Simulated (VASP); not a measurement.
# CdS (P6_3mc) in VASP: a series of runs

Aim: see how the results for CdS move with the level of theory and the settings. Levels: RPBE+D4, RPBE, RPBE+D3(BJ), LDA. Tasks: relaxation of cell and atoms, single point.

Program: VASP 6.6.1. These are calculated values, not measurements. Logs are shortened: lines on timing, memory, paths and dates and some standing lists are left out, and cuts for length are marked.

## 1. The cell of the first run

Symmetry: P6_3mc, No. 186, hexagonal system. Conventional cell: a = 4.150 Å, b = 4.150 Å, c = 6.737 Å, α = 90.00°, β = 90.00°, γ = 120.00°. Within 3.3 Å of Cd (site symmetry 3m) lie 4 S at 2.53 to 2.54 Å. S (site symmetry 3m) has 4 Cd at 2.53 to 2.54 Å within 3.3 Å.

## 2. Relaxation of cell and atoms, RPBE+D4

Input file INCAR:

```
SYSTEM = CdS
PREC = Accurate ; ENCUT = 600
EDIFF = 1E-7 ; ISMEAR = -1
SIGMA = 0.05 ; LREAL = .FALSE.
LASPH = .TRUE. ; NELM = 80
ALGO = Normal ; ISIF = 3
LWAVE = .FALSE. ; LCHARG = .FALSE.
GGA = RP ; IVDW = 13
IBRION = 2 ; NSW = 60
EDIFFG = -0.01
```

Input file KPOINTS:

```
Automatic mesh
0
G
  7 7 4
  0 0 0
```

Input file POSCAR:

```
CdS
1.0
    4.1500000000      0.0000000000      0.0000000000
   -2.0750000000      3.5940054257      0.0000000000
    0.0000000000      0.0000000000      6.7370000000
Cd S
2 2
Direct
    0.6666666667      0.3333333333      0.5000000000
    0.3333333333      0.6666666667      0.0000000000
    0.6666666667      0.3333333333      0.8750000000
    0.3333333333      0.6666666667      0.3750000000
```

Potentials or basis: VASP PAW PBE potentials, release 64 (Cd, S).

Launch:

```console
> cat potpaw_PBE.64/Cd/POTCAR potpaw_PBE.64/S/POTCAR > POTCAR
> mpirun -np 1 vasp_std > vasp.out
```

OUTCAR:

```text
SYSTEM = CdS
   PREC = Accurate
   ENCUT = 600
   EDIFF = 1E-7
   ISMEAR = -1
   LREAL = .FALSE.
   LASPH = .TRUE.
   NELM = 80
   ISIF = 3
   GGA = RP
   IVDW = 13
   IBRION = 2
   NSW = 60
   EDIFFG = -0.01

 ion  position               nearest neighbor table
   1  0.667  0.333  0.500-   3 2.53   4 2.54   4 2.54   4 2.54
   2  0.333  0.667  0.000-   4 2.53   3 2.54   3 2.54   3 2.54
   3  0.667  0.333  0.875-   1 2.53   2 2.54   2 2.54   2 2.54
   4  0.333  0.667  0.375-   2 2.53   1 2.54   1 2.54   1 2.54

  LATTYP: Found a hexagonal cell.
 ALAT       =     4.1500000000
 C/A-ratio  =     1.6233734940

  Lattice vectors:

 A1 = (   4.1500000000,   0.0000000000,   0.0000000000)
 A2 = (  -2.0750000000,   3.5940054257,   0.0000000000)
 A3 = (   0.0000000000,   0.0000000000,   6.7370000000)

Analysis of symmetry for initial positions (statically):
=====================================================================
 Subroutine PRICEL returns:
 Original cell was already a primitive cell.

 Routine SETGRP: Setting up the symmetry group for a
 hexagonal supercell.

 Subroutine GETGRP returns: Found 12 space group operations
 (whereof  6 operations were pure point group operations)
 out of a pool of 24 trial point group operations.

The static configuration has the point symmetry C_3v.
 The point group associated with its full space group is C_6v.

Analysis of symmetry for dynamics (positions and initial velocities):
=====================================================================
 Subroutine PRICEL returns:
 Original cell was already a primitive cell.

 Routine SETGRP: Setting up the symmetry group for a
 hexagonal supercell.

 Subroutine GETGRP returns: Found 12 space group operations
 (whereof  6 operations were pure point group operations)
 out of a pool of 24 trial point group operations.

The dynamic configuration has the point symmetry C_3v.
 The point group associated with its full space group is C_6v.

 Subroutine INISYM returns: Found 12 space group operations
 (whereof  6 operations are pure point group operations),
 and found     1 'primitive' translations

----------------------------------------------------------------------------------------

                                     Primitive cell

  volume of cell :     100.4832

  direct lattice vectors                    reciprocal lattice vectors
     4.150000000  0.000000000  0.000000000     0.240963855  0.139120547  0.000000000
    -2.075000000  3.594005426  0.000000000     0.000000000  0.278241094  0.000000000
     0.000000000  0.000000000  6.737000000     0.000000000  0.000000000  0.148434021

  length of vectors
     4.150000000  4.150000000  6.737000000     0.278241094  0.278241094  0.148434021

[... 65 lines left out ...]
   k-points           NKPTS =     24   k-points in BZ     NKDIM =     24   number of bands    NBANDS=     22
   number of dos      NEDOS =    301   number of ions     NIONS =      4
   total plane-waves  NPLWV =  69984
   dimension x,y,z NGX =    36 NGY =   36 NGZ =   54
   dimension x,y,z NGXF=    72 NGYF=   72 NGZF=  108
   ions per type =               2   2
   NGX,Y,Z   is equivalent  to a cutoff of  14.42, 14.42, 13.33 a.u.
   NGXF,Y,Z  is equivalent  to a cutoff of  28.84, 28.84, 26.65 a.u.
 SYSTEM =  CdS
   PREC   = accura    normal or accurate (medium, high low for compatibility)
   ISTART =      0    job   : 0-new  1-cont  2-samecut
   ICHARG =      2    charge: 1-file 2-atom 10-const
   ISPIN  =      1    spin polarized calculation?
   LNONCOLLINEAR =      F non collinear calculations
   LSORBIT =      F    spin-orbit coupling
   LASPH  =      T    aspherical Exc in radial PAW
   ENCUT  =  600.0 eV  44.10 Ry    6.64 a.u.   8.29  8.29 13.46*2*pi/ulx,y,z
   NELM   =     80;   NELMIN=  2; NELMDL= -5     # of ELM steps
   EDIFF  = 0.1E-06   stopping-criterion for ELM
   LREAL  =      F    real-space projection
   EDIFFG = -.1E-01   stopping-criterion for IOM
   NSW    =     60    number of steps for IOM
   IBRION =      2    ionic relax: 0-MD 1-quasi-New 2-CG
   NFREE  =      1    steps in history (QN), initial steepest desc. (CG)
   ISIF   =      3    stress and relaxation
   ISYM   =      2    0-nonsym 1-usesym 2-fastsym
   POTIM  = 0.5000    time-step for ionic-motion
   TEBEG  =    0.0;   TEEND  =   0.0 temperature during run
   PSTRESS=    0.0 pullay stress
   NELECT =      36.0000    total number of electrons
   NUPDOWN=      -1.0000    fix difference up-down
   EMIN   =  10.00;   EMAX   =-10.00  energy-range for DOS
   EFERMI =   0.00;   METHOD = LEGACY
   ISMEAR =    -1;   SIGMA  =   0.05  broadening in eV -4-tet -1-fermi 0-gaus
   EFERMI_NEDOS =   21; number of points for ismear=-14 and -15
   IALGO  =     38    algorithm
   IMIX   =      4    mixing-type and parameters
     AMIX     =   0.40;   BMIX     =  1.00
     AMIX_MAG =   1.60;   BMIX_MAG =  1.00
  volume/ion in A,a.u.               =      25.12       169.52
  Fermi-wavevector in a.u.,A,eV,Ry     =   1.162727  2.197236 18.394190  1.351935
  Thomas-Fermi vector in A             =   2.299285
   LORBIT       =      0    0 simple, 1 ext, 2 COOP (PROOUT), +10 PAW based schemes
   GGA     = RP    functional components
   LHFCALC =     F    Hartree Fock is set to
   AEXX    =    0.0000 exact exchange contribution
   IVDW    =    13    specifies the selected vdW correction
   LEPSILON=     F    determine dielectric tensor
   LRPA    =     F    only Hartree local field effects (RPA)
 conjugate gradient relaxation of ions
 non-spin polarized calculation
  energy-cutoff  :      600.00
  volume of cell :      100.48
 maximum number of plane-waves:      3376
 NGX is ok and might be reduce to    36
   NGX = 17   NGY = 17   NGZ = 27

--------------------------------------- Ionic step        1  -------------------------------------------

 number of electron      36.0000008 magnetization

 Free energy of the ion-electron system (eV)
  ---------------------------------------------------
  ext. energy  EPLUGINS =         0.00000000
  ---------------------------------------------------
  free energy    TOTEN  =       -10.94515493 eV

  energy without entropy =      -10.94515490  energy(sigma->0) =      -10.94515491

------------------------ aborting loop because EDIFF is reached ----------------------------------------

  DFT-D4 for vdW energy calculation

  Edisp (eV):   -2.36784
[... 327 lines left out ...]
--------------------------------------- Ionic step        9  -------------------------------------------

 number of electron      36.0000007 magnetization

 Free energy of the ion-electron system (eV)
  ---------------------------------------------------
  ext. energy  EPLUGINS =         0.00000000
  ---------------------------------------------------
  free energy    TOTEN  =       -10.95615557 eV

  energy without entropy =      -10.95615554  energy(sigma->0) =      -10.95615555

 E-fermi :   2.0135     XC(G=0):  -8.8160

 val. band max:        1.2902955372   @ k =   0.0000   0.0000   0.0000
 cond. band min:       2.6722090036   @ k =   0.0000   0.0000   0.0000
 fundamental gap:      1.3819134664
 Fermi energy:         2.0134718923

 k-point     1 :       0.0000    0.0000    0.0000
  band No.  band energies     occupation
      1     -10.9563      2.00000
      2     -10.5476      2.00000
      3      -6.3519      2.00000
      4      -6.3504      2.00000
      5      -6.3504      2.00000
      6      -6.2699      2.00000
[... 624 lines left out ...]
  FREE ENERGIE OF THE ION-ELECTRON SYSTEM (eV)
  ---------------------------------------------------
  free  energy   TOTEN  =       -13.3144613307 eV

  energy  without entropy=      -13.3144613012  energy(sigma->0) =      -13.31446132

 reached required accuracy - stopping structural energy minimisation
```

Run time: 4.9 min. Hardware: 1 thread of Intel Xeon Platinum 8488C (Sapphire Rapids), shared host; peak memory 0.29 GiB.

Results:

| Property | Result |
| --- | --- |
| Free energy | -13.3145 eV |
| Relaxed volume | 25.21 Å³/atom |
| Relaxed cell | a = 4.157 Å, b = 4.157 Å, c = 6.739 Å, α = 90.00°, β = 90.00°, γ = 120.00° |
| Space group after relaxing (to 0.1 Å) | P6_3mc (No. 186) |
| Energy gained by relaxing | 0.4 meV/atom |
| Ionic steps | 9 |
| Pressure after relaxing | 0.0 GPa |
| Band gap on the k mesh | 1.38 eV |
| Dispersion energy per atom | -0.590 eV |

Step by step:
```csv
step,energy change (eV),largest force (eV/Å),pressure (GPa),volume (Å³)
1,0.0000,0.0771,0.23,100.48
2,-0.0011,0.0037,-0.07,101.00
3,-0.0012,0.0152,-0.02,100.92
4,-0.0012,0.0115,0.00,100.88
5,-0.0013,0.0034,0.05,100.79
6,-0.0013,0.0125,0.15,100.61
7,-0.0014,0.0022,0.08,100.73
8,-0.0014,0.0018,0.07,100.76
9,-0.0015,0.0003,0.02,100.85
```

Final structure:
```xyz
4
Lattice="4.1568 0.0000 0.0000 -2.0784 3.5999 0.0000 0.0000 0.0000 6.7392" Properties=species:S:1:pos:R:3 pbc="T T T"
Cd    2.0784    1.2000    3.3608
Cd    0.0000    2.3999    6.7304
S     2.0784    1.2000    5.9056
S     0.0000    2.3999    2.5360
```

Caveat: the PAW data sets were made with another functional, which shifts forces and pressure a little.

## 3. Single point, RPBE

Input file INCAR:

```
  PREC = Accurate
  ENCUT = 520
  EDIFF = 1E-7
  ISMEAR = 0
  SIGMA = 0.02
  LREAL = F
  LASPH = T
  NELM = 100
  ALGO = Normal
  ISIF = 2
  LWAVE = F
  LCHARG = F
  GGA = RP
  NBANDS = 26
```

Input file KPOINTS:

```
Automatic mesh
0
Gamma
  7 7 4
```

POSCAR is that of step 2.

Potentials or basis: VASP PAW PBE potentials, release 64 (Cd, S).

Launch:

```console
> cat potpaw_PBE.64/Cd/POTCAR potpaw_PBE.64/S/POTCAR > POTCAR
> mpirun -np 1 vasp_std > vasp.out
```

Run time: 37 s. Hardware: 1 thread of Intel Xeon Platinum 8488C (Sapphire Rapids), shared host; peak memory 0.23 GiB.

It converged, with:

```
Free energy            : -10.9453 eV
Pressure               : 4.6 GPa
Largest force          : 0.071 eV/Å
Band gap on the k mesh : 1.38 eV
```

Forces on the atoms (eV/Å):
```
Cd   0.000  0.000 -0.071
Cd   0.000  0.000 -0.071
S    0.000  0.000  0.071
S    0.000  0.000  0.071
```

Stress tensor (GPa, compression positive):
```
4.38 0.00 0.00
0.00 4.38 0.00
0.00 0.00 5.05
```

Levels at points of the mesh, in eV from the valence-band top:
```csv
k point,band 16,band 17,band 18,band 19,band 20,band 21
"(0.00, 0.00, 0.00)",-0.04,0.00,0.00,1.38,2.93,6.56
"(0.00, 0.00, 0.50)",-0.39,-0.39,-0.39,2.99,2.99,6.34
```

Caveat: the cell stands under pressure; the PAW data sets were made with another functional, which shifts forces and pressure a little.

(Continued in part 2 of 2.)
